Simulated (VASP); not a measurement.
# CdSe (I-4m2) in VASP: further runs

CdSe is run at these levels: PBE, r2SCAN; tasks: single point.

Everything below comes from runs of VASP 6.6.1. Logs are shortened: lines on timing, memory, paths and dates and some standing lists are left out, and cuts for length are marked.

## 1. The cell of the first run

It takes space group I-4m2 (No. 119, tetragonal). The conventional cell has a = 4.553 Å, b = 4.553 Å, c = 5.659 Å, α = 90.00°, β = 90.00°, γ = 90.00°. Within 3.5 Å of Cd (site symmetry -4m2) lie 4 Se at 2.68 Å. Se (site symmetry -4m2) has 4 Cd at 2.68 Å within 3.5 Å.

## 2. Single point, PBE (epitaxial xy strain +5.0%)

INCAR

```
SYSTEM = CdSe
PREC = Accurate
ENCUT = 500
EDIFF = 1E-6
ISMEAR = -1
SIGMA = 0.02
LREAL = .False.
LASPH = .True.
NELM = 120
ALGO = Normal
ISIF = 2
LWAVE = .False.
LCHARG = .False.
GGA = PE
NBANDS = 16
GGA_COMPAT = .False.
```

KPOINTS

```
Automatic mesh
0
Gamma
  8 8 8
  0 0 0
```

POSCAR

```
CdSe
1.0
    0.0000000000      3.2196361228      2.8293599211
    3.2196361228      0.0000000000      2.8293599211
    3.2196361228      3.2196361228      0.0000000000
Cd Se
1 1
Direct
    0.0000000000      0.0000000000      0.0000000000
    0.2500000000      0.2500000000      0.2500000000
```

Potentials or basis: VASP PAW PBE potentials, release 64 (Cd, Se).

Started as:

```console
> cat potpaw_PBE.64/Cd/POTCAR potpaw_PBE.64/Se/POTCAR > POTCAR
> mpirun -np 1 vasp_std > vasp.out
```

OUTCAR:

```text
SYSTEM = CdSe
   PREC = Accurate
   ENCUT = 500
   EDIFF = 1E-6
   ISMEAR = -1
   LREAL = .False.
   LASPH = .True.
   NELM = 120
   ISIF = 2
   GGA = PE

 ion  position               nearest neighbor table
   1  0.000  0.000  0.000-   2 2.68   2 2.68   2 2.68   2 2.68
   2  0.250  0.250  0.250-   1 2.68   1 2.68   1 2.68   1 2.68

  LATTYP: Found a body centered tetragonal cell.
 ALAT       =     4.5532530708
 C/A-ratio  =     1.2427861475

  Lattice vectors:

 A1 = (   0.0000000000,  -3.2196361228,  -2.8293599211)
 A2 = (   0.0000000000,   3.2196361228,  -2.8293599211)
 A3 = (   3.2196361228,   0.0000000000,   2.8293599211)

Analysis of symmetry for initial positions (statically):
=====================================================================
 Subroutine PRICEL returns:
 Original cell was already a primitive cell.

 Routine SETGRP: Setting up the symmetry group for a
 body centered tetragonal supercell.

 Subroutine GETGRP returns: Found  8 space group operations
 (whereof  8 operations were pure point group operations)
 out of a pool of 16 trial point group operations.

The static configuration has the point symmetry D_2d.

Analysis of symmetry for dynamics (positions and initial velocities):
=====================================================================
 Subroutine PRICEL returns:
 Original cell was already a primitive cell.

 Routine SETGRP: Setting up the symmetry group for a
 body centered tetragonal supercell.

 Subroutine GETGRP returns: Found  8 space group operations
 (whereof  8 operations were pure point group operations)
 out of a pool of 16 trial point group operations.

The dynamic configuration has the point symmetry D_2d.

 Subroutine INISYM returns: Found  8 space group operations
 (whereof  8 operations are pure point group operations),
 and found     1 'primitive' translations

----------------------------------------------------------------------------------------

                                     Primitive cell

  volume of cell :      58.6586

  direct lattice vectors                    reciprocal lattice vectors
     0.000000000  3.219636123  2.829359921    -0.155297053  0.155297053  0.176718415
     3.219636123  0.000000000  2.829359921     0.155297053 -0.155297053  0.176718415
     3.219636123  3.219636123  0.000000000     0.155297053  0.155297053 -0.176718415

  length of vectors
     4.286179456  4.286179456  4.553253071     0.281893148  0.281893148  0.281893148

  position of ions in fractional coordinates (direct lattice)
     0.000000000  0.000000000  0.000000000
     0.250000000  0.250000000  0.250000000

  ion indices of the primitive-cell ions
   primitive index   ion index
                 1           1
                 2           2

----------------------------------------------------------------------------------------

 KPOINTS: Automatic mesh

Automatic generation of k-mesh.
 Grid dimensions read from file:
 generate k-points for:    8    8    8

 Generating k-lattice:

  Cartesian coordinates                     Fractional coordinates (reciprocal lattice)
    -0.019412132  0.019412132  0.022089802     0.125000000  0.000000000  0.000000000
     0.019412132 -0.019412132  0.022089802     0.000000000  0.125000000  0.000000000
     0.019412132  0.019412132 -0.022089802     0.000000000  0.000000000  0.125000000

  Length of vectors
     0.035236644  0.035236644  0.035236644

  Shift w.r.t. Gamma in fractional coordinates (k-lattice)
     0.000000000  0.000000000  0.000000000

 Subroutine IBZKPT returns following result:
 ===========================================

 Found     59 irreducible k-points:

 Following reciprocal coordinates:
            Coordinates               Weight
  0.000000  0.000000  0.000000      1.000000
  0.125000  0.000000  0.000000      8.000000
  0.250000  0.000000  0.000000      8.000000
  0.375000 -0.000000  0.000000      8.000000
  0.500000  0.000000  0.000000      4.000000
  0.125000  0.125000  0.000000      2.000000
[... 16 lines left out ...]
  0.250000  0.000000  0.125000     16.000000
  0.375000 -0.000000  0.125000     16.000000
 [... further k-points ...]
   k-points           NKPTS =     59   k-points in BZ     NKDIM =     59   number of bands    NBANDS=     16
   number of dos      NEDOS =    301   number of ions     NIONS =      2
   total plane-waves  NPLWV =  36864
   dimension x,y,z NGX =    32 NGY =   32 NGZ =   36
   dimension x,y,z NGXF=    64 NGYF=   64 NGZF=   72
   ions per type =               1   1
   NGX,Y,Z   is equivalent  to a cutoff of  12.41, 12.41, 13.14 a.u.
   NGXF,Y,Z  is equivalent  to a cutoff of  24.82, 24.82, 26.29 a.u.
 SYSTEM =  CdSe
   PREC   = accura    normal or accurate (medium, high low for compatibility)
   ISTART =      0    job   : 0-new  1-cont  2-samecut
   ICHARG =      2    charge: 1-file 2-atom 10-const
   ISPIN  =      1    spin polarized calculation?
   LNONCOLLINEAR =      F non collinear calculations
   LSORBIT =      F    spin-orbit coupling
   LASPH  =      T    aspherical Exc in radial PAW
   ENCUT  =  500.0 eV  36.75 Ry    6.06 a.u.   7.81  7.81  8.30*2*pi/ulx,y,z
   NELM   =    120;   NELMIN=  2; NELMDL= -5     # of ELM steps
   EDIFF  = 0.1E-05   stopping-criterion for ELM
   LREAL  =      F    real-space projection
   EDIFFG = 0.1E-04   stopping-criterion for IOM
   NSW    =      0    number of steps for IOM
   IBRION =     -1    ionic relax: 0-MD 1-quasi-New 2-CG
   NFREE  =      0    steps in history (QN), initial steepest desc. (CG)
   ISIF   =      2    stress and relaxation
   ISYM   =      2    0-nonsym 1-usesym 2-fastsym
   POTIM  = 0.5000    time-step for ionic-motion
   TEBEG  =    0.0;   TEEND  =   0.0 temperature during run
   PSTRESS=    0.0 pullay stress
   NELECT =      18.0000    total number of electrons
   NUPDOWN=      -1.0000    fix difference up-down
   EMIN   =  10.00;   EMAX   =-10.00  energy-range for DOS
   EFERMI =   0.00;   METHOD = LEGACY
   ISMEAR =    -1;   SIGMA  =   0.02  broadening in eV -4-tet -1-fermi 0-gaus
   EFERMI_NEDOS =   21; number of points for ismear=-14 and -15
   IALGO  =     38    algorithm
   IMIX   =      4    mixing-type and parameters
     AMIX     =   0.40;   BMIX     =  1.00
     AMIX_MAG =   1.60;   BMIX_MAG =  1.00
  volume/ion in A,a.u.               =      29.33       197.92
  Fermi-wavevector in a.u.,A,eV,Ry     =   1.104219  2.086671 16.589567  1.219299
  Thomas-Fermi vector in A             =   2.240688
   LORBIT       =      0    0 simple, 1 ext, 2 COOP (PROOUT), +10 PAW based schemes
   GGA     = PE    functional components
   LHFCALC =     F    Hartree Fock is set to
   AEXX    =    0.0000 exact exchange contribution
   IVDW    =     0    specifies the selected vdW correction
   LEPSILON=     F    determine dielectric tensor
   LRPA    =     F    only Hartree local field effects (RPA)
 non-spin polarized calculation
  energy-cutoff  :      500.00
  volume of cell :       58.66
 maximum number of plane-waves:      1522
   NGX = 15   NGY = 15   NGZ = 17

 number of electron      18.0000002 magnetization

 Free energy of the ion-electron system (eV)
  ---------------------------------------------------
  ext. energy  EPLUGINS =         0.00000000
  ---------------------------------------------------
  free energy    TOTEN  =        -5.46783833 eV

  energy without entropy =       -5.46783736  energy(sigma->0) =       -5.46783785

 E-fermi :   0.9410     XC(G=0):  -8.7136

 val. band max:        0.7973176368   @ k =   0.0000   0.0000   0.0000
 cond. band min:       1.0846356704   @ k =   0.0000   0.0000   0.0000
 fundamental gap:      0.2873180336
 Fermi energy:         0.9409840875

 k-point     1 :       0.0000    0.0000    0.0000
  band No.  band energies     occupation
      1     -11.7249      2.00000
      2      -7.1906      2.00000
      3      -7.1906      2.00000
      4      -7.1462      2.00000
      5      -6.8756      2.00000
      6      -6.8486      2.00000
[... 8 lines left out ...]
     15      10.7135      0.00000
     16      11.8696      0.00000

 k-point     2 :       0.1250    0.0000    0.0000
  band No.  band energies     occupation
      1     -11.6751      2.00000
      2      -7.1767      2.00000
      3      -7.1620      2.00000
      4      -7.1186      2.00000
      5      -6.8729      2.00000
      6      -6.8507      2.00000
[... 8 lines left out ...]
     15      10.5885      0.00000
     16      11.3525      0.00000

 k-point     3 :       0.2500    0.0000    0.0000
  band No.  band energies     occupation
      1     -11.5535      2.00000
      2      -7.1485      2.00000
      3      -7.1162      2.00000
      4      -6.9961      2.00000
      5      -6.8596      2.00000
      6      -6.8489      2.00000
[... 8 lines left out ...]
     15      10.4613      0.00000
     16      11.6630      0.00000

 k-point     4 :       0.3750   -0.0000    0.0000
  band No.  band energies     occupation
      1     -11.4305      2.00000
      2      -7.1293      2.00000
      3      -7.0837      2.00000
      4      -6.8763      2.00000
      5      -6.8352      2.00000
      6      -6.7414      2.00000
[... 8 lines left out ...]
     15      11.6912      0.00000
     16      11.7204      0.00000
[... 324 lines left out ...]
 k-point    22 :       0.1250    0.0000    0.1250
  band No.  band energies     occupation
      1     -11.6626      2.00000
      2      -7.1639      2.00000
      3      -7.1523      2.00000
      4      -7.1169      2.00000
      5      -6.8803      2.00000
      6      -6.8478      2.00000
[... 8 lines left out ...]
     15      11.0585      0.00000
     16      11.6631      0.00000

 k-point    23 :       0.2500    0.0000    0.1250
  band No.  band energies     occupation
      1     -11.5676      2.00000
      2      -7.1416      2.00000
      3      -7.0988      2.00000
      4      -7.0371      2.00000
      5      -6.8819      2.00000
      6      -6.8419      2.00000
[... 8 lines left out ...]
     15      11.0883      0.00000
     16      12.4226      0.00000

 k-point    24 :       0.3750   -0.0000    0.1250
  band No.  band energies     occupation
      1     -11.4449      2.00000
      2      -7.1222      2.00000
      3      -7.0647      2.00000
      4      -6.8853      2.00000
      5      -6.8671      2.00000
      6      -6.7856      2.00000
[... 8 lines left out ...]
     15      11.2860      0.00000
     16      12.5068      0.00000

 [... further k-points ...]

------------------------ aborting loop because EDIFF is reached ----------------------------------------

  FORCE on cell =-STRESS in cart. coord.  units (eV):
  Direction    XX          YY          ZZ          XY          YZ          ZX
  --------------------------------------------------------------------------------------
  -------------------------------------------------------------------------------------
  Total       -0.0074914     -0.0074914      0.6021077      0.0000000      0.0000000      0.0000000
  in kB       -0.2046169     -0.2046169     16.4457237      0.0000000      0.0000000      0.0000000
  external PRESSURE =       5.3454966 kB  Pullay stress =       0.0000000 kB

 VOLUME and BASIS-vectors are now :
 -----------------------------------------------------------------------------
  energy-cutoff  :      500.00
  volume of cell :       58.66
      direct lattice vectors                 reciprocal lattice vectors
     0.000000000  3.219636123  2.829359921    -0.155297053  0.155297053  0.176718415
     3.219636123  0.000000000  2.829359921     0.155297053 -0.155297053  0.176718415
     3.219636123  3.219636123  0.000000000     0.155297053  0.155297053 -0.176718415

 POSITION                                       TOTAL-FORCE (eV/Angst)
 -----------------------------------------------------------------------------------
      0.00000      0.00000      0.00000        -0.000000     -0.000000     -0.000000
      1.60982      1.60982      1.41468         0.000000      0.000000      0.000000
 -----------------------------------------------------------------------------------
    total drift:                               -0.000001     -0.000001      0.000002

  FREE ENERGIE OF THE ION-ELECTRON SYSTEM (eV)
  ---------------------------------------------------
  free  energy   TOTEN  =        -5.4678383317 eV

  energy  without entropy=       -5.4678373606  energy(sigma->0) =       -5.46783785
```

Wall time 54 s (1 thread of Intel Xeon 8259CL, shared host); peak memory 0.21 GiB.

What came out:

| Quantity | Value |
| --- | --- |
| Free energy | -5.4678 eV |
| Pressure | 0.5 GPa |
| Band gap on the k mesh | 0.29 eV |

Levels at points of the mesh, in eV from the valence-band top:
| k point | band 7 | band 8 | band 9 | band 10 | band 11 | band 12 |
| --- | --- | --- | --- | --- | --- | --- |
| (0.00, 0.00, 0.00) | -0.31 | -0.31 | 0.00 | 0.29 | 5.81 | 5.85 |
| (0.50, 0.00, 0.00) | -4.29 | -1.11 | -0.63 | 2.04 | 5.85 | 6.76 |
| (0.50, 0.50, 0.00) | -3.59 | -2.20 | -2.20 | 2.82 | 2.85 | 9.44 |
| (0.50, 0.00, 0.50) | -4.26 | -1.76 | -1.59 | 3.17 | 3.90 | 8.30 |

Caveat: the cell differs from its parent crystal (epitaxial xy strain +5.0%).

## 3. Single point, r2SCAN (epitaxial xy strain +5.0%)

POSCAR is that of step 2.

INCAR.step1

```
SYSTEM = CdSe
ALGO     = Normal         ! electronic algorithm
EDIFF    = 1E-5           ! SCF threshold, eV
ENCUT    = 550            ! plane-wave cutoff, eV
GGA      = PE             ! functional
GGA_COMPAT= .False.      
ISMEAR   = 0              ! smearing method
LASPH    = .True.         ! aspherical terms in the spheres
LCHARG   = .False.        ! write CHGCAR
LREAL    = .False.        ! projectors in reciprocal space
LWAVE    = .True.         ! write WAVECAR
NBANDS   = 16             ! bands
NELM     = 120            ! most SCF steps
PREC     = Accurate       ! precision mode
SIGMA    = 0.01           ! smearing width, eV
```

INCAR.step2

```
SYSTEM = CdSe
ALGO     = Normal         ! electronic algorithm
EDIFF    = 1E-6           ! SCF threshold, eV
ENCUT    = 550            ! plane-wave cutoff, eV
GGA_COMPAT= .False.      
ISIF     = 2              ! what is computed and relaxed
ISMEAR   = 0              ! smearing method
ISTART   = 1            
LASPH    = .True.         ! aspherical terms in the spheres
LCHARG   = .True.         ! write CHGCAR
LELF     = .True.         ! ELF
LMIXTAU  = .True.       
LREAL    = .False.        ! projectors in reciprocal space
LVHAR    = .True.       
LWAVE    = .False.        ! write WAVECAR
METAGGA  = R2SCAN         ! meta-GGA
NBANDS   = 16             ! bands
NELM     = 120            ! most SCF steps
PREC     = Accurate       ! precision mode
SIGMA    = 0.01           ! smearing width, eV
```

KPOINTS

```
k-points
0
Gamma
  8 8 8
  0 0 0
```

Potentials or basis: VASP PAW PBE potentials, release 64 (Cd, Se).

Started as:

```console
> cat potpaw_PBE.64/Cd/POTCAR potpaw_PBE.64/Se/POTCAR > POTCAR
> cp INCAR.step1 INCAR
> mpirun -np 1 vasp_std > vasp.out
> cp INCAR.step2 INCAR
> mpirun -np 1 vasp_std > vasp.out
```

Run time: 6 min. Hardware: 1 thread of Intel Xeon 8259CL, shared host; peak memory 0.25 GiB.

It converged, with:

```yaml
Free_energy: -35.8845 eV
Pressure: -1.0 GPa
Band_gap_on_the_k_mesh: 0.76 eV
```

Stress tensor (GPa, compression positive):
```
-1.59  0.00  0.00
 0.00 -1.59  0.00
 0.00  0.00  0.17
```

Levels at points of the mesh, in eV from the valence-band top:
```csv
k point,band 5,band 6,band 7,band 8,band 9,band 10,band 11,band 12,band 13,band 14
"(0.00, 0.00, 0.00)",-7.89,-7.87,-0.31,-0.31,0.00,0.76,6.33,6.39,6.39,9.93
"(0.50, 0.00, 0.00)",-7.83,-7.61,-4.32,-1.13,-0.64,2.49,6.31,7.27,7.66,10.12
"(0.50, 0.50, 0.00)",-7.81,-7.42,-3.58,-2.24,-2.24,3.15,3.17,10.04,10.36,10.36
"(0.50, 0.00, 0.50)",-7.84,-7.61,-4.27,-1.80,-1.61,3.50,4.32,8.81,9.68,10.84
```

Caveat: the cell differs from its parent crystal (epitaxial xy strain +5.0%); the PAW data sets were made with another functional, which shifts forces and pressure a little.
